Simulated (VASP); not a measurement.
A run of VASP 6.6.1 is set up as follows.

INCAR

```
PREC = Accurate ; ENCUT = 520
EDIFF = 1E-6 ; ISMEAR = 0
SIGMA = 0.1 ; LREAL = F
LASPH = T ; NELM = 100
ALGO = Normal ; ISIF = 2
LWAVE = F ; LCHARG = T
GGA = PS ; LELF = T
LVHAR = T ; NBANDS = 12
```

The input KPOINTS:

```
regular mesh
0
Gamma
  8 8 8
```

File POSCAR:

```
LiF
1.0
    0.0000000000      2.0660712252      2.0660712252
    2.0660712252      0.0000000000      2.0660712252
    2.0660712252      2.0660712252      0.0000000000
Li F
1 1
Direct
    0.0000000000      0.0000000000      0.0000000000
    0.5000000000      0.5000000000      0.5000000000
```

Potentials or basis: VASP PAW PBE potentials, release 64 (Li_sv, F).

Launch:

```sh
$ cat potpaw_PBE.64/Li_sv/POTCAR potpaw_PBE.64/F/POTCAR > POTCAR
$ mpirun -np 1 vasp_std > vasp.out
```

Q: Estimate the band gap on the k mesh.

A: 8.28 eV.

Caveat: the cell differs from its parent crystal (Na replaced by Li, lengths x 0.898, strained). A k mesh can miss the band edges.
